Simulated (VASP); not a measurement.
# GaN (kx) (Fm-3m) in VASP: single point with LDA

Aim: the single point of GaN (kx) with LDA.

Everything below comes from runs of VASP 6.6.1. Logs are shortened: lines on timing, memory, paths and dates and some standing lists are left out, and cuts for length are marked.

**1. The cell of the first run**

The structure is cubic, space group Fm-3m (No. 225). The conventional cell has a = 4.270 Å, b = 4.270 Å, c = 4.270 Å, α = 90.00°, β = 90.00°, γ = 90.00°. Ga (site symmetry m-3m) has 6 N at 2.14 Å within 2.8 Å. Within 2.8 Å of N (site symmetry m-3m) lie 6 Ga at 2.14 Å.

**2. Single point, LDA**

File INCAR:

```
SYSTEM = GaN
  PREC = Accurate
  ENCUT = 600
  EDIFF = 1E-6
  ISMEAR = 0
  SIGMA = 0.01
  LREAL = .False.
  LASPH = .True.
  NELM = 120
  ALGO = Normal
  ISIF = 2
  LWAVE = .False.
  LCHARG = .False.
  GGA = CA
  NBANDS = 16
  GGA_COMPAT = .False.
```

File KPOINTS:

```
Automatic mesh
0
Gamma
  14 14 14
  0 0 0
```

File POSCAR:

```
GaN
1.0
    0.0000000000      2.1352350000      2.1352350000
    2.1352350000      0.0000000000      2.1352350000
    2.1352350000      2.1352350000      0.0000000000
Ga N
1 1
Direct
    0.0000000000      0.0000000000      0.0000000000
    0.5000000000      0.5000000000      0.5000000000
```

Potentials or basis: VASP PAW LDA potentials, release 64 (Ga_d, N).

On the command line:

```console
cat potpaw_LDA.64/Ga_d/POTCAR potpaw_LDA.64/N/POTCAR > POTCAR
mpirun -np 1 vasp_std > vasp.out
```

OUTCAR:

```text
SYSTEM = GaN
   PREC = Accurate
   ENCUT = 600
   EDIFF = 1E-6
   ISMEAR = 0
   LREAL = .False.
   LASPH = .True.
   NELM = 120
   ISIF = 2
   GGA = CA

 ion  position               nearest neighbor table
   1  0.000  0.000  0.000-   2 2.14   2 2.14   2 2.14   2 2.14   2 2.14   2 2.14
   2  0.500  0.500  0.500-   1 2.14   1 2.14   1 2.14   1 2.14   1 2.14   1 2.14

  LATTYP: Found a face centered cubic cell.
 ALAT       =     4.2704700000

  Lattice vectors:

 A1 = (   0.0000000000,   2.1352350000,   2.1352350000)
 A2 = (   2.1352350000,   0.0000000000,   2.1352350000)
 A3 = (   2.1352350000,   2.1352350000,   0.0000000000)

Analysis of symmetry for initial positions (statically):
=====================================================================
 Subroutine PRICEL returns:
 Original cell was already a primitive cell.

 Routine SETGRP: Setting up the symmetry group for a
 face centered cubic supercell.

 Subroutine GETGRP returns: Found 48 space group operations
[... 9 lines left out ...]

 Routine SETGRP: Setting up the symmetry group for a
 face centered cubic supercell.

 Subroutine GETGRP returns: Found 48 space group operations
[... 11 lines left out ...]
                                     Primitive cell

  volume of cell :      19.4700

  direct lattice vectors                    reciprocal lattice vectors
     0.000000000  2.135235000  2.135235000    -0.234166263  0.234166263  0.234166263
     2.135235000  0.000000000  2.135235000     0.234166263 -0.234166263  0.234166263
     2.135235000  2.135235000  0.000000000     0.234166263  0.234166263 -0.234166263

  length of vectors
     3.019678296  3.019678296  3.019678296     0.405587864  0.405587864  0.405587864

  position of ions in fractional coordinates (direct lattice)
[... 8 lines left out ...]
----------------------------------------------------------------------------------------

 KPOINTS: Automatic mesh

Automatic generation of k-mesh.
 Grid dimensions read from file:
 generate k-points for:   14   14   14

 Generating k-lattice:

  Cartesian coordinates                     Fractional coordinates (reciprocal lattice)
    -0.016726162  0.016726162  0.016726162     0.071428571  0.000000000  0.000000000
     0.016726162 -0.016726162  0.016726162     0.000000000  0.071428571  0.000000000
     0.016726162  0.016726162 -0.016726162     0.000000000  0.000000000  0.071428571

  Length of vectors
     0.028970562  0.028970562  0.028970562

  Shift w.r.t. Gamma in fractional coordinates (k-lattice)
     0.000000000  0.000000000  0.000000000

 Subroutine IBZKPT returns following result:
 ===========================================

 Found    104 irreducible k-points:

 Following reciprocal coordinates:
            Coordinates               Weight
  0.000000  0.000000  0.000000      1.000000
  0.071429  0.000000  0.000000      8.000000
  0.142857  0.000000  0.000000      8.000000
  0.214286  0.000000  0.000000      8.000000
  0.285714  0.000000  0.000000      8.000000
  0.357143  0.000000  0.000000      8.000000
[... 16 lines left out ...]
  0.214286  0.142857  0.000000     24.000000
  0.285714  0.142857  0.000000     24.000000
 [... further k-points ...]
   k-points           NKPTS =    104   k-points in BZ     NKDIM =    104   number of bands    NBANDS=     16
   number of dos      NEDOS =    301   number of ions     NIONS =      2
   total plane-waves  NPLWV =  13824
   dimension x,y,z NGX =    24 NGY =   24 NGZ =   24
   dimension x,y,z NGXF=    48 NGYF=   48 NGZF=   48
   ions per type =               1   1
   NGX,Y,Z   is equivalent  to a cutoff of  13.21, 13.21, 13.21 a.u.
   NGXF,Y,Z  is equivalent  to a cutoff of  26.43, 26.43, 26.43 a.u.
 SYSTEM =  GaN
   PREC   = accura    normal or accurate (medium, high low for compatibility)
   ISTART =      0    job   : 0-new  1-cont  2-samecut
   ICHARG =      2    charge: 1-file 2-atom 10-const
   ISPIN  =      1    spin polarized calculation?
   LNONCOLLINEAR =      F non collinear calculations
   LSORBIT =      F    spin-orbit coupling
   LASPH  =      T    aspherical Exc in radial PAW
   ENCUT  =  600.0 eV  44.10 Ry    6.64 a.u.   6.03  6.03  6.03*2*pi/ulx,y,z
   NELM   =    120;   NELMIN=  2; NELMDL= -5     # of ELM steps
   EDIFF  = 0.1E-05   stopping-criterion for ELM
   LREAL  =      F    real-space projection
   EDIFFG = 0.1E-04   stopping-criterion for IOM
   NSW    =      0    number of steps for IOM
   IBRION =     -1    ionic relax: 0-MD 1-quasi-New 2-CG
   NFREE  =      0    steps in history (QN), initial steepest desc. (CG)
   ISIF   =      2    stress and relaxation
   ISYM   =      2    0-nonsym 1-usesym 2-fastsym
   POTIM  = 0.5000    time-step for ionic-motion
   TEBEG  =    0.0;   TEEND  =   0.0 temperature during run
   PSTRESS=    0.0 pullay stress
   NELECT =      18.0000    total number of electrons
   NUPDOWN=      -1.0000    fix difference up-down
   EMIN   =  10.00;   EMAX   =-10.00  energy-range for DOS
   EFERMI =   0.00;   METHOD = LEGACY
   ISMEAR =     0;   SIGMA  =   0.01  broadening in eV -4-tet -1-fermi 0-gaus
   EFERMI_NEDOS =   21; number of points for ismear=-14 and -15
   IALGO  =     38    algorithm
   IMIX   =      4    mixing-type and parameters
     AMIX     =   0.40;   BMIX     =  1.00
     AMIX_MAG =   1.60;   BMIX_MAG =  1.00
  volume/ion in A,a.u.               =       9.74        65.70
  Fermi-wavevector in a.u.,A,eV,Ry     =   1.594814  3.013761 34.605481  2.543431
  Thomas-Fermi vector in A             =   2.692830
   LORBIT       =      0    0 simple, 1 ext, 2 COOP (PROOUT), +10 PAW based schemes
   GGA     = CA    functional components
   LHFCALC =     F    Hartree Fock is set to
   AEXX    =    0.0000 exact exchange contribution
   IVDW    =     0    specifies the selected vdW correction
   LEPSILON=     F    determine dielectric tensor
   LRPA    =     F    only Hartree local field effects (RPA)
 non-spin polarized calculation
 Gauss-broadening in eV      SIGMA  =   0.01
  energy-cutoff  :      600.00
  volume of cell :       19.47
 maximum number of plane-waves:       663
   NGX = 13   NGY = 13   NGZ = 13

 number of electron      18.0000005 magnetization

 Free energy of the ion-electron system (eV)
  ---------------------------------------------------
  ext. energy  EPLUGINS =         0.00000000
  ---------------------------------------------------
  free energy    TOTEN  =       -13.03896558 eV

  energy without entropy =      -13.03896558  energy(sigma->0) =      -13.03896558

 E-fermi :   7.4109     XC(G=0): -13.3026

 val. band max:        7.2936591722   @ k =  -0.2143   0.1429   0.0000
 cond. band min:       7.5145268464   @ k =   0.5000   0.5000   0.0000
 fundamental gap:      0.2208676742
 Fermi energy:         7.4109283716

 k-point     1 :       0.0000    0.0000    0.0000
  band No.  band energies     occupation
      1      -9.6006      2.00000
      2      -6.8149      2.00000
      3      -6.8149      2.00000
      4      -6.8149      2.00000
      5      -6.7252      2.00000
      6      -6.7252      2.00000
[... 8 lines left out ...]
     15      22.3815      0.00000
     16      22.3815      0.00000

 k-point     2 :       0.0714    0.0000    0.0000
  band No.  band energies     occupation
      1      -9.5024      2.00000
      2      -6.8183      2.00000
      3      -6.8093      2.00000
      4      -6.8093      2.00000
      5      -6.7319      2.00000
      6      -6.7319      2.00000
[... 8 lines left out ...]
     15      22.6235      0.00000
     16      22.6235      0.00000

 k-point     3 :       0.1429    0.0000    0.0000
  band No.  band energies     occupation
      1      -9.2129      2.00000
      2      -6.8275      2.00000
      3      -6.8058      2.00000
      4      -6.8058      2.00000
      5      -6.7383      2.00000
      6      -6.7383      2.00000
[... 8 lines left out ...]
     15      23.2262      0.00000
     16      23.2262      0.00000

 k-point     4 :       0.2143    0.0000    0.0000
  band No.  band energies     occupation
      1      -8.7486      2.00000
      2      -6.8392      2.00000
      3      -6.8322      2.00000
      4      -6.8322      2.00000
      5      -6.7156      2.00000
      6      -6.7156      2.00000
[... 8 lines left out ...]
     15      24.1776      0.00000
     16      24.1776      0.00000

 k-point     5 :       0.2857    0.0000    0.0000
  band No.  band energies     occupation
      1      -8.1472      2.00000
      2      -6.8744      2.00000
      3      -6.8744      2.00000
      4      -6.8468      2.00000
      5      -6.6769      2.00000
      6      -6.6769      2.00000
[... 8 lines left out ...]
     15      25.4539      0.00000
     16      25.4539      0.00000

 k-point     6 :       0.3571    0.0000    0.0000
  band No.  band energies     occupation
      1      -7.4962      2.00000
      2      -6.9146      2.00000
      3      -6.9146      2.00000
      4      -6.8307      2.00000
      5      -6.6393      2.00000
      6      -6.6393      2.00000
[... 8 lines left out ...]
     15      27.0034      0.00000
     16      27.0034      0.00000
[... 267 lines left out ...]
 k-point    21 :      -0.0714    0.0714    0.0000
  band No.  band energies     occupation
      1      -9.3418      2.00000
      2      -6.8250      2.00000
      3      -6.8036      2.00000
      4      -6.8001      2.00000
      5      -6.7577      2.00000
      6      -6.7209      2.00000
[... 8 lines left out ...]
     15      22.9970      0.00000
     16      23.8518      0.00000

 k-point    22 :       0.1429    0.1429    0.0000
  band No.  band energies     occupation
      1      -9.1088      2.00000
      2      -6.8462      2.00000
      3      -6.7856      2.00000
      4      -6.7745      2.00000
      5      -6.7745      2.00000
      6      -6.7059      2.00000
[... 8 lines left out ...]
     15      26.0069      0.00000
     16      26.0069      0.00000

 k-point    23 :       0.2143    0.1429    0.0000
  band No.  band energies     occupation
      1      -8.8070      2.00000
      2      -6.8598      2.00000
      3      -6.8020      2.00000
      4      -6.7659      2.00000
      5      -6.7290      2.00000
      6      -6.6903      2.00000
[... 8 lines left out ...]
     15      26.4262      0.00000
     16      26.8456      0.00000

 k-point    24 :       0.2857    0.1429    0.0000
  band No.  band energies     occupation
      1      -8.3911      2.00000
      2      -6.8728      2.00000
      3      -6.8095      2.00000
      4      -6.7860      2.00000
      5      -6.6578      2.00000
      6      -6.6316      2.00000
[... 8 lines left out ...]
     15      26.5195      0.00000
     16      27.5934      0.00000

 [... further k-points ...]
[... 5 lines left out ...]
  --------------------------------------------------------------------------------------
  -------------------------------------------------------------------------------------
  Total       -1.5242083     -1.5242083     -1.5242083      0.0000000     -0.0000000      0.0000000
  in kB     -125.4260901   -125.4260901   -125.4260901      0.0000000     -0.0000000      0.0000000
  external PRESSURE =    -125.4260901 kB  Pullay stress =       0.0000000 kB

 VOLUME and BASIS-vectors are now :
 -----------------------------------------------------------------------------
  energy-cutoff  :      600.00
  volume of cell :       19.47
      direct lattice vectors                 reciprocal lattice vectors
     0.000000000  2.135235000  2.135235000    -0.234166263  0.234166263  0.234166263
     2.135235000  0.000000000  2.135235000     0.234166263 -0.234166263  0.234166263
     2.135235000  2.135235000  0.000000000     0.234166263  0.234166263 -0.234166263

 POSITION                                       TOTAL-FORCE (eV/Angst)
 -----------------------------------------------------------------------------------
      0.00000      0.00000      0.00000         0.000000      0.000000      0.000000
      2.13524      2.13524      2.13524        -0.000000     -0.000000     -0.000000
 -----------------------------------------------------------------------------------
    total drift:                                0.000000     -0.000000     -0.000000

  FREE ENERGIE OF THE ION-ELECTRON SYSTEM (eV)
  ---------------------------------------------------
  free  energy   TOTEN  =       -13.0389655850 eV

  energy  without entropy=      -13.0389655850  energy(sigma->0) =      -13.03896558
```

Run time: 11 s. Hardware: 1 thread of Intel Xeon 6975P-C (Granite Rapids), shared host; peak memory 0.15 GiB.

What came out:

```yaml
Free_energy: -13.0390 eV
Pressure: -12.5 GPa
Band_gap_on_the_k_mesh: 0.22 eV, indirect (least direct gap 2.45 eV)
```

A k mesh can miss the band edges.
